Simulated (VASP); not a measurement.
# GaSb (F-43m) in VASP: further runs, part 3 of 3

VASP 6.6.1.

## Step 4: Vibrations by perturbation theory, PBEsol

This run uses another cell than the first one, of 28.51 Å³/atom.

The input, INCAR:

```
SYSTEM = GaSb
  ALGO = Normal
  EDIFF = 1E-8
  ENCUT = 520
  GGA = PS
  IBRION = 8
  ISIF = 2
  ISMEAR = -1
  LASPH = .TRUE.
  LCHARG = .TRUE.
  LREAL = .FALSE.
  LWAVE = .FALSE.
  NELM = 80
  NSW = 1
  PREC = Accurate
  SIGMA = 0.1
```

The input, KPOINTS:

```
k-points
0
G
  10 10 10
  0 0 0
```

The input, POSCAR:

```
GaSb
1.0
    0.0000000000      3.0549567173      3.0549567173
    3.0549567173      0.0000000000      3.0549567173
    3.0549567173      3.0549567173      0.0000000000
Ga Sb
1 1
Direct
    0.0000000000      0.0000000000      0.0000000000
    0.7500000000      0.7500000000      0.7500000000
```

Potentials or basis: VASP PAW PBE potentials, release 64 (Ga_d, Sb).

Launch:

```
$ cat potpaw_PBE.64/Ga_d/POTCAR potpaw_PBE.64/Sb/POTCAR > POTCAR
$ mpirun -np 1 vasp_std > vasp.out
```

OUTCAR:

```text
SYSTEM = GaSb
   EDIFF = 1E-8
   ENCUT = 520
   GGA = PS
   IBRION = 8
   ISIF = 2
   ISMEAR = -1
   LASPH = .TRUE.
   LREAL = .FALSE.
   NELM = 80
   NSW = 1
   PREC = Accurate

 ion  position               nearest neighbor table
   1  0.000  0.000  0.000-   2 2.65   2 2.65   2 2.65   2 2.65
   2  0.750  0.750  0.750-   1 2.65   1 2.65   1 2.65   1 2.65

  LATTYP: Found a face centered cubic cell.
 ALAT       =     6.1099134346

  Lattice vectors:

 A1 = (   0.0000000000,   3.0549567173,   3.0549567173)
 A2 = (   3.0549567173,   0.0000000000,   3.0549567173)
 A3 = (   3.0549567173,   3.0549567173,   0.0000000000)

Analysis of symmetry for initial positions (statically):
=====================================================================
 Subroutine PRICEL returns:
 Original cell was already a primitive cell.

 Routine SETGRP: Setting up the symmetry group for a
 face centered cubic supercell.

 Subroutine GETGRP returns: Found 24 space group operations
 (whereof 24 operations were pure point group operations)
 out of a pool of 48 trial point group operations.

The static configuration has the point symmetry T_d .

Analysis of symmetry for dynamics (positions and initial velocities):
=====================================================================
 Subroutine PRICEL returns:
 Original cell was already a primitive cell.

 Routine SETGRP: Setting up the symmetry group for a
 face centered cubic supercell.

 Subroutine GETGRP returns: Found 24 space group operations
 (whereof 24 operations were pure point group operations)
 out of a pool of 48 trial point group operations.

The dynamic configuration has the point symmetry T_d .

 Subroutine INISYM returns: Found 24 space group operations
 (whereof 24 operations are pure point group operations),
 and found     1 'primitive' translations

----------------------------------------------------------------------------------------

                                     Primitive cell

  volume of cell :      57.0224

  direct lattice vectors                    reciprocal lattice vectors
     0.000000000  3.054956717  3.054956717    -0.163668440  0.163668440  0.163668440
     3.054956717  0.000000000  3.054956717     0.163668440 -0.163668440  0.163668440
     3.054956717  3.054956717  0.000000000     0.163668440  0.163668440 -0.163668440

  length of vectors
     4.320361222  4.320361222  4.320361222     0.283482054  0.283482054  0.283482054

  position of ions in fractional coordinates (direct lattice)
     0.000000000  0.000000000  0.000000000
     0.750000000  0.750000000  0.750000000

  ion indices of the primitive-cell ions
   primitive index   ion index
[... 130 lines left out ...]
 k-point     1 :       0.0000    0.0000    0.0000
  band No.  band energies     occupation
      1     -10.2329      2.00000
      2     -10.2329      2.00000
      3     -10.2329      2.00000
      4     -10.1819      2.00000
      5     -10.1819      2.00000
      6      -6.7608      2.00000
      7       4.7705      1.61443
      8       4.7705      1.61443
      9       4.7705      1.61443
     10       4.7898      1.55061
     11       7.5276      0.00000
     12       7.5277      0.00000
     13       7.5277      0.00000
[... 354 lines left out ...]
  band No.  band energies     occupation
      1     -10.2701      2.00000
      2     -10.2139      2.00000
      3     -10.2134      2.00000
      4     -10.1906      2.00000
      5     -10.1788      2.00000
      6      -5.1397      2.00000
      7      -0.8432      2.00000
      8       2.2429      2.00000
      9       2.5649      2.00000
     10       5.9430      0.00007
     11       6.9946      0.00000
     12      10.9360      0.00000
     13      11.4649      0.00000

 [... further k-points ...]
[... 5 lines left out ...]
  --------------------------------------------------------------------------------------
  -------------------------------------------------------------------------------------
  Total        0.0532575      0.0532575      0.0532575     -0.0000000      0.0000000      0.0000000
  in kB        1.4963952      1.4963952      1.4963952     -0.0000000      0.0000000      0.0000000
  external PRESSURE =       1.4963952 kB  Pullay stress =       0.0000000 kB

 VOLUME and BASIS-vectors are now :
 -----------------------------------------------------------------------------
  energy-cutoff  :      520.00
  volume of cell :       57.02
      direct lattice vectors                 reciprocal lattice vectors
     0.000000000  3.054956717  3.054956717    -0.163668440  0.163668440  0.163668440
     3.054956717  0.000000000  3.054956717     0.163668440 -0.163668440  0.163668440
     3.054956717  3.054956717  0.000000000     0.163668440  0.163668440 -0.163668440

 POSITION                                       TOTAL-FORCE (eV/Angst)
 -----------------------------------------------------------------------------------
      0.00000      0.00000      0.00000         0.000000      0.000000      0.000000
      4.58244      4.58244      4.58244        -0.000000     -0.000000     -0.000000
 -----------------------------------------------------------------------------------
    total drift:                               -0.000000     -0.000000     -0.000000

  FREE ENERGIE OF THE ION-ELECTRON SYSTEM (eV)
  ---------------------------------------------------
  free  energy   TOTEN  =        -8.1542120338 eV

  energy  without entropy=       -8.1520390308  energy(sigma->0) =       -8.15312553

[... ionic steps 2 to 3 ...]

--------------------------------------- Ionic step        4  -------------------------------------------

------------------------ aborting loop because EDIFF is reached ----------------------------------------

[... ionic steps 5 to 6 ...]

--------------------------------------- Ionic step        7  -------------------------------------------

 Free energy of the ion-electron system (eV)
  ---------------------------------------------------
  ---------------------------------------------------
  free energy    TOTEN  =        -0.02566874 eV

  energy without entropy =       -0.02566874

------------------------ aborting loop because EDIFF is reached ----------------------------------------

 INTERNAL STRAIN TENSOR  FOR ION    2  DIRECTION 1   (eV/Angst):
 -----------------------------------------------------------------------------
    -0.00471  0.00000  0.00000
     0.00000  0.00369  6.86737
     0.00000  6.86737  0.00369

 INTERNAL STRAIN TENSOR FOR ION    2 for displacements in x,y,z  (eV/Angst):
          X           Y           Z          XY          YZ          ZX
  --------------------------------------------------------------------------------
  x     0.00000     0.00000     0.00000     0.00000     6.86737     0.00000
  y     0.00000     0.00000     0.00000     0.00000     0.00000     6.86737
  z     0.00000     0.00000     0.00000     6.86737     0.00000     0.00000

 SECOND DERIVATIVES (NOT SYMMETRIZED)
 ------------------------------------
               1X          1Y          1Z          2X          2Y          2Z
  1X    -7.857478    0.000000    0.000000    7.857478    0.000000    0.000000
  1Y     0.000000   -7.857478    0.000000    0.000000    7.857478    0.000000
  1Z     0.000000    0.000000   -7.857478    0.000000    0.000000    7.857478
  2X     7.885441    0.000000    0.000000   -7.885441    0.000000    0.000000
  2Y     0.000000    7.885441    0.000000    0.000000   -7.885441    0.000000
  2Z     0.000000    0.000000    7.885441    0.000000    0.000000   -7.885441

 Eigenvectors and eigenvalues of the dynamical matrix
 ----------------------------------------------------

   1 f  =    6.585746 THz    41.379460 2PiTHz  219.676825 cm-1    27.236443 meV
             X         Y         Z           dx          dy          dz
      0.000000  0.000000  0.000000    -0.000000    0.137416    0.784955
      4.582435  4.582435  4.582435     0.000000   -0.104174   -0.595072
[... 21 lines left out ...]
   6 f/i=    0.005632 THz     0.035384 2PiTHz    0.187848 cm-1     0.023290 meV
             X         Y         Z           dx          dy          dz
      0.000000  0.000000  0.000000     0.027614   -0.485250    0.358794
      4.582435  4.582435  4.582435     0.036425   -0.640089    0.473282

--------------------------------------------------------------------------------------------------------

 ELASTIC MODULI CONTR FROM IONIC RELAXATION (kBar)
 Direction    XX          YY          ZZ          XY          YZ          ZX
 --------------------------------------------------------------------------------
 XX          -0.0000      0.0000      0.0000      0.0000      0.0000      0.0000
 YY           0.0000     -0.0000      0.0000      0.0000      0.0000      0.0000
 ZZ           0.0000      0.0000     -0.0000      0.0000      0.0000      0.0000
 XY           0.0000      0.0000      0.0000   -171.2982      0.0000      0.0000
 YZ           0.0000      0.0000      0.0000      0.0000   -171.2982      0.0000
 ZX           0.0000      0.0000      0.0000      0.0000      0.0000   -171.2982
 --------------------------------------------------------------------------------
```

OSZICAR:

```text
N       E                     dE             d eps       ncg     rms          rms(c)
DAV:   1     0.788416136543E+02    0.78842E+02   -0.88611E+03  1230   0.172E+03
DAV:   2    -0.232529311882E+01   -0.81167E+02   -0.78498E+02  1342   0.315E+02
DAV:   3    -0.814989063579E+01   -0.58246E+01   -0.57721E+01  1562   0.737E+01
DAV:   4    -0.825186265618E+01   -0.10197E+00   -0.10195E+00  1388   0.108E+01
[... 41 lines left out ...]
RMM:   5    -0.256777929285E-01   -0.11703E-04   -0.60380E-06  9102   0.188E-02    0.300E-03
RMM:   6    -0.256708584000E-01    0.69345E-05   -0.47274E-07  8578   0.539E-03    0.784E-04
RMM:   7    -0.256694488881E-01    0.14095E-05   -0.77426E-09  8951   0.180E-03    0.280E-04
RMM:   8    -0.256687392967E-01    0.70959E-06   -0.13693E-08  8754   0.674E-04    0.688E-05
RMM:   9    -0.256687356259E-01    0.36708E-08   -0.32982E-09  8773   0.221E-04    0.195E-05
 Linear response finished
```

It took 7.6 min on 1 thread of Intel Xeon 8259CL, shared host; peak memory 0.44 GiB.

Results:

```
Highest phonon frequency at Γ, LO-TO splitting left out : 220 cm⁻¹
```

Phonon frequencies in cm⁻¹ (negative: imaginary):
```csv
q point,frequencies
"(0.000, 0.000, 0.000)",0 0 0 220 220 220
```

Caveat: the PAW data sets were made with another functional, which shifts forces and pressure a little; spin-orbit coupling is left out, which moves the levels of the heavy elements.

## Step 5: Vibrations by perturbation theory, PBEsol (29.08 Å³/atom)

This run uses another cell than the first one, of 29.08 Å³/atom.

The input, INCAR:

```
PREC = Accurate
ENCUT = 520
EDIFF = 1E-8
ISMEAR = -1
SIGMA = 0.1
LREAL = F
LASPH = T
NELM = 80
ALGO = Normal
ISIF = 2
LWAVE = F
LCHARG = F
GGA = PS
IBRION = 8
NSW = 1
```

The input, KPOINTS:

```
Automatic mesh
0
Gamma
  10 10 10
```

The input, POSCAR:

```
GaSb
1.0
    0.0000000000      3.0751888083      3.0751888083
    3.0751888083      0.0000000000      3.0751888083
    3.0751888083      3.0751888083      0.0000000000
Ga Sb
1 1
Direct
    0.0000000000      0.0000000000      0.0000000000
    0.7500000000      0.7500000000      0.7500000000
```

Potentials or basis: VASP PAW PBE potentials, release 64 (Ga_d, Sb).

Launch:

```
$ cat potpaw_PBE.64/Ga_d/POTCAR potpaw_PBE.64/Sb/POTCAR > POTCAR
$ mpirun -np 1 vasp_std > vasp.out
```

OUTCAR:

```text
PREC = Accurate
   ENCUT = 520
   EDIFF = 1E-8
   ISMEAR = -1
   LREAL = F
   LASPH = T
   NELM = 80
   ISIF = 2
   GGA = PS
   IBRION = 8
   NSW = 1

 ion  position               nearest neighbor table
   1  0.000  0.000  0.000-   2 2.66   2 2.66   2 2.66   2 2.66
   2  0.750  0.750  0.750-   1 2.66   1 2.66   1 2.66   1 2.66

  LATTYP: Found a face centered cubic cell.
 ALAT       =     6.1503776166

  Lattice vectors:

 A1 = (   0.0000000000,   3.0751888083,   3.0751888083)
 A2 = (   3.0751888083,   0.0000000000,   3.0751888083)
 A3 = (   3.0751888083,   3.0751888083,   0.0000000000)

Analysis of symmetry for initial positions (statically):
=====================================================================
 Subroutine PRICEL returns:
 Original cell was already a primitive cell.

 Routine SETGRP: Setting up the symmetry group for a
 face centered cubic supercell.
[... 611 lines left out ...]

 INTERNAL STRAIN TENSOR  FOR ION    2  DIRECTION 1   (eV/Angst):
 -----------------------------------------------------------------------------
    -0.00422  0.00000  0.00000
     0.00000  0.00426  6.24124
     0.00000  6.24124  0.00426

 INTERNAL STRAIN TENSOR FOR ION    2 for displacements in x,y,z  (eV/Angst):
          X           Y           Z          XY          YZ          ZX
  --------------------------------------------------------------------------------
  x    -0.00000     0.00000     0.00000     0.00000     6.24124     0.00000
  y     0.00000     0.00000     0.00000     0.00000     0.00000     6.24124
  z     0.00000     0.00000    -0.00000     6.24124     0.00000     0.00000

 SECOND DERIVATIVES (NOT SYMMETRIZED)
 ------------------------------------
               1X          1Y          1Z          2X          2Y          2Z
  1X    -7.461992    0.000000    0.000000    7.461992    0.000000    0.000000
  1Y     0.000000   -7.461992    0.000000    0.000000    7.461992    0.000000
  1Z     0.000000    0.000000   -7.461992    0.000000    0.000000    7.461992
  2X     7.468951    0.000000    0.000000   -7.468951    0.000000    0.000000
  2Y     0.000000    7.468951    0.000000    0.000000   -7.468951    0.000000
  2Z     0.000000    0.000000    7.468951    0.000000    0.000000   -7.468951

 Eigenvectors and eigenvalues of the dynamical matrix
 ----------------------------------------------------

   1 f  =    6.414800 THz    40.305376 2PiTHz  213.974692 cm-1    26.529469 meV
             X         Y         Z           dx          dy          dz
      0.000000  0.000000  0.000000     0.000000    0.000000    0.797273
      4.612783  4.612783  4.612783     0.000000    0.000000   -0.603619
[... 21 lines left out ...]
   6 f/i=    0.001439 THz     0.009040 2PiTHz    0.047993 cm-1     0.005950 meV
             X         Y         Z           dx          dy          dz
      0.000000  0.000000  0.000000    -0.356839    0.486849    0.000000
      4.612783  4.612783  4.612783    -0.471320    0.643041    0.000000

--------------------------------------------------------------------------------------------------------

 ELASTIC MODULI CONTR FROM IONIC RELAXATION (kBar)
 Direction    XX          YY          ZZ          XY          YZ          ZX
 --------------------------------------------------------------------------------
 XX          -0.0000      0.0000      0.0000     -0.0000      0.0000     -0.0000
 YY           0.0000     -0.0000     -0.0000     -0.0000     -0.0000     -0.0000
 ZZ           0.0000     -0.0000     -0.0000      0.0000     -0.0000     -0.0000
 XY          -0.0000     -0.0000      0.0000   -146.4992      0.0000      0.0000
 YZ           0.0000     -0.0000     -0.0000      0.0000   -146.4992      0.0000
 ZX          -0.0000     -0.0000     -0.0000      0.0000      0.0000   -146.4992
 --------------------------------------------------------------------------------
```

OSZICAR:

```text
N       E                     dE             d eps       ncg     rms          rms(c)
DAV:   1     0.779224297661E+02    0.77922E+02   -0.88198E+03  1222   0.169E+03
DAV:   2    -0.255584910335E+01   -0.80478E+02   -0.78208E+02  1317   0.309E+02
[... 43 lines left out ...]
RMM:   5    -0.257066361219E-01   -0.11070E-04   -0.56952E-06  9073   0.181E-02    0.288E-03
RMM:   6    -0.257001689851E-01    0.64671E-05   -0.46150E-07  8565   0.530E-03    0.732E-04
RMM:   7    -0.256987935494E-01    0.13754E-05    0.89717E-09  8978   0.175E-03    0.266E-04
RMM:   8    -0.256981042733E-01    0.68928E-06   -0.16513E-08  8748   0.639E-04    0.581E-05
RMM:   9    -0.256981272561E-01   -0.22983E-07    0.26813E-10  8797   0.201E-04    0.157E-05
RMM:  10    -0.256981409284E-01   -0.13672E-07   -0.11115E-09  8659   0.709E-05    0.244E-06
RMM:  11    -0.256981396939E-01    0.12345E-08   -0.28142E-10  8879   0.223E-05    0.260E-06
 Linear response finished
```

stdout:

```text
POSCAR found type information on POSCAR GaSb
 POSCAR found :  2 types and       2 ions
 scaLAPACK will be used
 -----------------------------------------------------------------------------
|                                                                             |
|                                                                             |
|     You enforced a specific xc type in the INCAR file but a different       |
|     I HOPE YOU KNOW WHAT YOU ARE DOING!                                     |
|                                                                             |
 -----------------------------------------------------------------------------

 LDA part: xc-table for (Slater+PW92), standard interpolation
 POSCAR, INCAR and KPOINTS ok, starting setup
 FFT: planning ... GRIDC
 FFT: planning ... GRID_SOFT
 FFT: planning ... GRID
 WAVECAR not read
 entering main loop
 Linear response reoptimize wavefunctions to high precision
 Linear response DOF=           2
 Linear response progress:
 first order change of Fermi-energy   0.23593E-04
 force on displaced ion       1 direction 1 :  -7.462   0.000   0.000
 Linear response progress:
 first order change of Fermi-energy   0.20242E-03
 force on displaced ion       2 direction 1 :  -7.469   0.000   0.000
 Linear response finished
```

Run time: 11 min. Hardware: 1 thread of Intel Xeon 8259CL, shared host; peak memory 0.44 GiB.

What came out:

```
Highest phonon frequency at Γ, LO-TO splitting left out : 214 cm⁻¹
```

Phonon frequencies in cm⁻¹ (negative: imaginary):
| q point | frequencies |
| --- | --- |
| (0.000, 0.000, 0.000) | 0 0 0 214 214 214 |

Caveat: the PAW data sets were made with another functional, which shifts forces and pressure a little; spin-orbit coupling is left out, which moves the levels of the heavy elements.
